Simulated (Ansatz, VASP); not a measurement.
## Two plane-wave programs on Al10Ni4Pd4RuPt

File INCAR:

```
SYSTEM = Al10Ni4Pd4RuPt
ALGO = Fast ; EDIFF = 1E-7
ENCUT = 520 ; GGA = PE
ISIF = 2 ; ISMEAR = 0
LASPH = .True. ; LCHARG = .False.
LREAL = Auto ; LWAVE = .False.
NBANDS = 83 ; NELM = 100
PREC = Accurate ; SIGMA = 0.1
```

Contents of KPOINTS:

```
k-points
0
Gamma
  6 5 5
  0 0 0
```

File POSCAR:

```
Al10Ni4Pd4RuPt
1.0
    0.0002400000     -5.7735790000      0.0000860000
    6.2306970000     -0.0002820000      3.0003640000
   -3.1122440000      0.0000340000      5.9945180000
Al Ni Ru Pd Pt
10 4 1 4 1
Direct
    0.2518928770      0.2842449535      0.0946999994
    0.2515395600      0.5148684939      0.5052869196
    0.2526407703      0.7137723291      0.8823410511
    0.7474442754      0.2842743499      0.0947442799
    0.7477728553      0.5149015859      0.5052716836
    0.7467005716      0.7138657776      0.8823738487
    0.2470619578      0.8995458663      0.2997761177
    0.2521622888      0.0851163165      0.7180916758
    0.7522792522      0.8995753730      0.2997807153
    0.7471250788      0.0852311406      0.7181396484
    0.4996736028      0.0020847607      0.0133841433
    0.9996592312      0.9873942108      0.0086013329
    0.4996500832      0.7967802930      0.5862216044
    0.9996435178      0.8111554883      0.5905286969
    0.4997379367      0.4005221368      0.8001848153
    0.9996717527      0.2050333405      0.4078541212
    0.9997011927      0.3997370572      0.8004436187
    0.4996530675      0.6022597754      0.1879981984
    0.9996688299      0.5936121047      0.1931759483
    0.4996233684      0.1974019396      0.4115977636
```

Input for Ansatz:

```yaml
crystal:
  lattice:
    - [0.00024, -5.773579, 8.6e-05]
    - [6.230697, -0.000282, 3.000364]
    - [-3.112244, 3.4e-05, 5.994518]
  atoms:
    - { symbol: Al, position: [0.251892877, 0.2842449535, 0.0946999994] }
    - { symbol: Al, position: [0.25153956, 0.5148684939, 0.5052869196] }
    - { symbol: Al, position: [0.2526407703, 0.7137723291, 0.8823410511] }
    - { symbol: Al, position: [0.7474442754, 0.2842743499, 0.0947442799] }
    - { symbol: Al, position: [0.7477728553, 0.5149015859, 0.5052716836] }
    - { symbol: Al, position: [0.7467005716, 0.7138657776, 0.8823738487] }
    - { symbol: Al, position: [0.2470619578, 0.8995458663, 0.2997761177] }
    - { symbol: Al, position: [0.2521622888, 0.0851163165, 0.7180916758] }
    - { symbol: Al, position: [0.7522792522, 0.899575373, 0.2997807153] }
    - { symbol: Al, position: [0.7471250788, 0.0852311406, 0.7181396484] }
    - { symbol: Ni, position: [0.4996736028, 0.0020847607, 0.0133841433] }
    - { symbol: Ni, position: [0.9996592312, 0.9873942108, 0.0086013329] }
    - { symbol: Ni, position: [0.4996500832, 0.796780293, 0.5862216044] }
    - { symbol: Ni, position: [0.9996435178, 0.8111554883, 0.5905286969] }
    - { symbol: Ru, position: [0.4997379367, 0.4005221368, 0.8001848153] }
    - { symbol: Pd, position: [0.9996717527, 0.2050333405, 0.4078541212] }
    - { symbol: Pd, position: [0.9997011927, 0.3997370572, 0.8004436187] }
    - { symbol: Pd, position: [0.4996530675, 0.6022597754, 0.1879981984] }
    - { symbol: Pd, position: [0.9996688299, 0.5936121047, 0.1931759483] }
    - { symbol: Pt, position: [0.4996233684, 0.1974019396, 0.4115977636] }
basis:
  ecutwfc: 420
kpoints:
  mp_grid: { grid: [6, 5, 5] }
hamiltonian:
  xc: pbe
scf:
  occupations: { method: gaussian, width: 0.1 }
  n_extra_bands: 10
output:
  forces: true
  stress: true
  eigenvalues: true
  populations: true
  dos:
    method: { smearing: { sigma: 0.1, scheme: gaussian } }
    projected: true
    de: 0.02
  write_density: true
  write_potential: true
  elf: true
  volumetric_format: npy
```

Alike in both runs: task single point; functional PBE; k mesh 6 × 5 × 5; occupations gaussian, width 0.1 eV; no spin polarisation.

|  | VASP | Ansatz |
| --- | --- | --- |
| version | VASP 6.6.1 | Ansatz 0.2.0 |
| potentials or method | VASP PAW PBE potentials, release 64 (Al, Ni, Ru_pv, Pd, Pt), cutoff 520 eV | scalar-relativistic, plane waves, PAW |
| valence electrons in the cell | 134 | 208 |

```csv
,VASP,Ansatz,Ansatz less VASP
gap on the k mesh at the Fermi level (eV),none,none,-
pressure (GPa),0.3,0.4,+0.05
"traceless stress, the component that is largest in VASP (GPa)",1.94,1.91,-0.029
rms of the force components (eV/Å),0.051,0.050,-0.0003
```

Atom by atom the forces differ by 0.003 eV/Å (rms over components). A gap of «none» marks a metal or a gap that the smearing closes. VASP's potentials hold 134 valence electrons a cell and Ansatz's 208, so a difference there can come from the potentials and not from the codes.

Spin-orbit coupling is off throughout.
